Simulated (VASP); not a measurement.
# CoBr4 (Cmmm) in VASP: single point with r2SCAN

Aim: the single point of CoBr4 with r2SCAN.

All numbers are computed with VASP 6.6.1; they aren't measurements. Logs are shortened: lines on timing, memory, paths and dates and some standing lists are left out, and cuts for length are marked.

**1. The cell of the first run**

Symmetry: Cmmm, No. 65, orthorhombic system. The conventional cell has a = 8.323 Å, b = 8.740 Å, c = 3.737 Å, α = 90.00°, β = 90.00°, γ = 90.00°. Within 3.5 Å of Br (site symmetry m2m) lie 2 Co at 2.50 Å and 5 Br at 3.31 to 3.44 Å. Br (site symmetry 2mm) has 1 Co at 2.37 Å within 3.1 Å. Within 3.1 Å of Co (site symmetry mmm) lie 6 Br at 2.37 to 2.50 Å.

**2. Single point, r2SCAN**

Input file POSCAR:

```
CoBr4
1.0
    4.1614570000      4.3698190000      0.0000000000
    4.1614570000     -4.3698190000      0.0000000000
    0.0000000000      0.0000000000     -3.7368620000
Br Co
4 1
Direct
    0.1894000000      0.8106000000      0.5000000000
    0.8106000000      0.1894000000      0.5000000000
    0.2852000000      0.2852000000      0.0000000000
    0.7148000000      0.7148000000      0.0000000000
    0.0000000000      0.0000000000      0.0000000000
```

Input file INCAR.step1:

```
  ALGO = Normal
  EDIFF = 1E-4
  ENCUT = 520
  GGA = PE
  ISMEAR = -1
  LASPH = T
  LCHARG = F
  LREAL = F
  LWAVE = T
  NBANDS = 26
  NELM = 60
  PREC = Accurate
  SIGMA = 0.1
```

Input file INCAR.step2:

```
  ALGO = Normal
  EDIFF = 1E-7
  ENCUT = 520
  ISIF = 2
  ISMEAR = -1
  ISTART = 1
  LASPH = T
  LCHARG = T
  LELF = T
  LMIXTAU = T
  LREAL = F
  LVHAR = T
  LWAVE = F
  METAGGA = R2SCAN
  NBANDS = 26
  NELM = 60
  PREC = Accurate
  SIGMA = 0.1
```

Input file KPOINTS:

```
k-points
0
Gamma
  6 6 9
```

Potentials or basis: VASP PAW PBE potentials, release 64 (Br, Co).

Command:

```console
cat potpaw_PBE.64/Br/POTCAR potpaw_PBE.64/Co/POTCAR > POTCAR
cp INCAR.step1 INCAR
mpirun -np 1 vasp_std > vasp.out
cp INCAR.step2 INCAR
mpirun -np 1 vasp_std > vasp.out
```

OUTCAR:

```text
EDIFF = 1E-7
   ENCUT = 520
   ISIF = 2
   ISMEAR = -1
   ISTART = 1
   LASPH = T
   LREAL = F
   METAGGA = R2SCAN
   NELM = 60
   PREC = Accurate

 ion  position               nearest neighbor table
   1  0.189  0.811  0.500-   5 2.50   5 2.50
   2  0.811  0.189  0.500-   5 2.50   5 2.50
   3  0.285  0.285  0.000-   5 2.37
   4  0.715  0.715  0.000-   5 2.37
   5  0.000  0.000  0.000-   3 2.37   4 2.37   1 2.50   2 2.50   1 2.50   2 2.50

  LATTYP: Found a base centered orthorhombic cell.
 ALAT       =     8.3229140000
 B/A-ratio  =     1.0500694829
 C/A-ratio  =     0.4489848147

  Lattice vectors:

 A1 = (   4.1614570000,   4.3698190000,   0.0000000000)
 A2 = (   4.1614570000,  -4.3698190000,   0.0000000000)
 A3 = (   0.0000000000,   0.0000000000,  -3.7368620000)

Analysis of symmetry for initial positions (statically):
=====================================================================
 Subroutine PRICEL returns:
 Original cell was already a primitive cell.

 Routine SETGRP: Setting up the symmetry group for a
 base centered orthorhombic supercell.

 Subroutine GETGRP returns: Found  8 space group operations
 (whereof  8 operations were pure point group operations)
 out of a pool of  8 trial point group operations.

The static configuration has the point symmetry D_2h.

Analysis of symmetry for dynamics (positions and initial velocities):
=====================================================================
 Subroutine PRICEL returns:
 Original cell was already a primitive cell.

 Routine SETGRP: Setting up the symmetry group for a
 base centered orthorhombic supercell.

 Subroutine GETGRP returns: Found  8 space group operations
 (whereof  8 operations were pure point group operations)
 out of a pool of  8 trial point group operations.

The dynamic configuration has the point symmetry D_2h.

 Subroutine INISYM returns: Found  8 space group operations
 (whereof  8 operations are pure point group operations),
 and found     1 'primitive' translations

----------------------------------------------------------------------------------------

                                     Primitive cell

  volume of cell :     135.9083

[... 91 lines left out ...]
   LASPH  =      T    aspherical Exc in radial PAW
   ENCUT  =  520.0 eV  38.22 Ry    6.18 a.u.  11.22 11.22  6.95*2*pi/ulx,y,z
   NELM   =     60;   NELMIN=  2; NELMDL=  0     # of ELM steps
   EDIFF  = 0.1E-06   stopping-criterion for ELM
   LREAL  =      F    real-space projection
   EDIFFG = 0.1E-05   stopping-criterion for IOM
   NSW    =      0    number of steps for IOM
   IBRION =     -1    ionic relax: 0-MD 1-quasi-New 2-CG
   NFREE  =      0    steps in history (QN), initial steepest desc. (CG)
   ISIF   =      2    stress and relaxation
   ISYM   =      2    0-nonsym 1-usesym 2-fastsym
   POTIM  = 0.5000    time-step for ionic-motion
   TEBEG  =    0.0;   TEEND  =   0.0 temperature during run
   PSTRESS=    0.0 pullay stress
   NELECT =      37.0000    total number of electrons
   NUPDOWN=      -1.0000    fix difference up-down
   EMIN   =  10.00;   EMAX   =-10.00  energy-range for DOS
   EFERMI =   0.00;   METHOD = LEGACY
   ISMEAR =    -1;   SIGMA  =   0.10  broadening in eV -4-tet -1-fermi 0-gaus
   EFERMI_NEDOS =   21; number of points for ismear=-14 and -15
   IALGO  =     38    algorithm
   IMIX   =      4    mixing-type and parameters
     AMIX     =   0.40;   BMIX     =  1.00
     AMIX_MAG =   1.60;   BMIX_MAG =  1.00
  volume/ion in A,a.u.               =      27.18       183.43
  Fermi-wavevector in a.u.,A,eV,Ry     =   1.061028  2.005052 15.317167  1.125780
  Thomas-Fermi vector in A             =   2.196430
   LORBIT       =      0    0 simple, 1 ext, 2 COOP (PROOUT), +10 PAW based schemes
   METAGGA = R2SCAN    functional components
   LHFCALC =     F    Hartree Fock is set to
   AEXX    =    0.0000 exact exchange contribution
   IVDW    =     0    specifies the selected vdW correction
   LEPSILON=     F    determine dielectric tensor
   LRPA    =     F    only Hartree local field effects (RPA)
 non-spin polarized calculation
  energy-cutoff  :      520.00
  volume of cell :      135.91
 maximum number of plane-waves:      3680
 NGX is ok and might be reduce to    48
   NGX = 23   NGY = 23   NGZ = 13

 number of electron      36.9999981 magnetization

 Free energy of the ion-electron system (eV)
  ---------------------------------------------------
  ext. energy  EPLUGINS =         0.00000000
  ---------------------------------------------------
  free energy    TOTEN  =       -67.41871980 eV

  energy without entropy =      -67.23500516  energy(sigma->0) =      -67.32686248

 E-fermi :   0.5790     XC(G=0):  -9.1989

 val. band max:        0.5702970983   @ k =   0.0000   0.0000   0.0000
 cond. band min:       0.5845697761   @ k =   0.5000   0.1667   0.1111
 fundamental gap:      0.0142726779
 Fermi energy:         0.5789901093

 k-point     1 :       0.0000    0.0000    0.0000
  band No.  band energies     occupation
      1     -14.8825      2.00000
      2     -14.0156      2.00000
      3     -13.5266      2.00000
      4     -13.3833      2.00000
      5      -4.3500      2.00000
      6      -3.0625      2.00000
[... 685 lines left out ...]
     25       9.7160      0.00000
     26      10.5075      0.00000

 [... further k-points ...]

------------------------ aborting loop because EDIFF is reached ----------------------------------------

  FORCE on cell =-STRESS in cart. coord.  units (eV):
  Direction    XX          YY          ZZ          XY          YZ          ZX
  --------------------------------------------------------------------------------------
  -------------------------------------------------------------------------------------
  Total       -1.6357676     -1.6001667     -5.0131436      0.0000000      0.0000000      0.0000000
  in kB      -19.2835181    -18.8638311    -59.0982765      0.0000000      0.0000000      0.0000000
  external PRESSURE =     -32.4152086 kB  Pullay stress =       0.0000000 kB

 VOLUME and BASIS-vectors are now :
 -----------------------------------------------------------------------------
  energy-cutoff  :      520.00
  volume of cell :      135.91
      direct lattice vectors                 reciprocal lattice vectors
     4.161457000  4.369819000  0.000000000     0.120150226  0.114421215  0.000000000
     4.161457000 -4.369819000  0.000000000     0.120150226 -0.114421215  0.000000000
     0.000000000  0.000000000 -3.736862000     0.000000000  0.000000000 -0.267604209

 POSITION                                       TOTAL-FORCE (eV/Angst)
 -----------------------------------------------------------------------------------
      4.16146     -2.71453     -1.86843         0.000000     -0.568204     -0.000000
      4.16146      2.71453     -1.86843         0.000000      0.568204      0.000000
      2.37370      0.00000      0.00000        -0.331334     -0.000000     -0.000000
      5.94922      0.00000      0.00000         0.331334     -0.000000      0.000000
      0.00000      0.00000      0.00000         0.000000     -0.000000      0.000000
 -----------------------------------------------------------------------------------
    total drift:                                0.000000      0.000000      0.000000

  FREE ENERGIE OF THE ION-ELECTRON SYSTEM (eV)
  ---------------------------------------------------
  free  energy   TOTEN  =       -67.4187197984 eV

  energy  without entropy=      -67.2350051575  energy(sigma->0) =      -67.32686248
```

OSZICAR.step1:

```text
N       E                     dE             d eps       ncg     rms          rms(c)
DAV:   1     0.289585381206E+03    0.28959E+03   -0.15068E+04  3380   0.124E+03
DAV:   2     0.134810131658E+02   -0.27610E+03   -0.26317E+03  3896   0.273E+02
DAV:   3    -0.178068675934E+02   -0.31288E+02   -0.30629E+02  4250   0.102E+02
DAV:   4    -0.185314587475E+02   -0.72459E+00   -0.72241E+00  4320   0.183E+01
DAV:   5    -0.185502460610E+02   -0.18787E-01   -0.18781E-01  4964   0.268E+00    0.185E+01
DAV:   6    -0.400542947654E+02   -0.21504E+02   -0.62331E+01  3744   0.132E+02    0.533E+01
DAV:   7    -0.175326413160E+02    0.22522E+02   -0.24106E+01  3732   0.739E+01    0.170E+01
DAV:   8    -0.146104194712E+02    0.29222E+01   -0.95875E+00  4568   0.654E+01    0.709E+00
DAV:   9    -0.145655449794E+02    0.44874E-01   -0.29342E+00  4880   0.229E+01    0.458E+00
DAV:  10    -0.144899500189E+02    0.75595E-01   -0.19870E-01  4618   0.447E+00    0.320E+00
DAV:  11    -0.144541699430E+02    0.35780E-01   -0.33875E-02  4756   0.176E+00    0.202E+00
DAV:  12    -0.144286379723E+02    0.25532E-01   -0.24026E-02  4820   0.274E+00    0.953E-01
DAV:  13    -0.144282011943E+02    0.43678E-03   -0.29012E-03  3790   0.373E-01    0.848E-01
DAV:  14    -0.144238320551E+02    0.43691E-02   -0.37898E-03  4666   0.114E+00    0.269E-01
DAV:  15    -0.144235532624E+02    0.27879E-03   -0.60706E-04  4442   0.230E-01    0.146E-01
DAV:  16    -0.144234197346E+02    0.13353E-03   -0.14431E-04  2042   0.228E-01    0.286E-02
DAV:  17    -0.144234188804E+02    0.85420E-06   -0.61892E-05  1902   0.602E-02
   1 F= -.14423419E+02 E0= -.14327316E+02  d E =-.192205E+00
```

It took 16 min on 1 thread of Intel Xeon Platinum 8259CL at 2.50GHz (Skylake/Cascade Lake), shared host; peak memory 0.4 GiB.

What came out:

* Free energy: -67.4187 eV
* Pressure: -3.2 GPa
* Largest force: 0.568 eV/Å
* Band gap on the k mesh: zero (an odd number of electrons rules out a gap without spin polarisation)

Forces on the atoms (eV/Å):
```
Br   0.000 -0.568  0.000
Br   0.000  0.568  0.000
Br  -0.331  0.000  0.000
Br   0.331  0.000  0.000
Co   0.000  0.000  0.000
```

Levels at points of the mesh, in eV from the Fermi level:
```csv
k point,band 17,band 18,band 19,band 20,band 21,band 22
"(0.00, 0.00, 0.00)",-0.01,0.21,0.22,1.33,1.44,5.95
"(0.50, 0.00, 0.00)",-0.27,-0.07,0.04,1.34,1.68,7.16
"(0.50, 0.50, 0.00)",-0.35,-0.15,0.17,0.87,1.28,7.12
```

Caveat: the cell stands under tension; the PAW data sets were made with another functional, which shifts forces and pressure a little; an odd number of electrons without spin polarisation forces a metal; a magnetic or distorted state may lie lower; the run has no spin polarisation, though such a crystal can be magnetic; semilocal functionals often make such compounds metallic where correlation or magnetic order opens a gap, which also shifts bond lengths. Spin polarisation is off, so any magnetic state and its effect on volume and gap are missing.
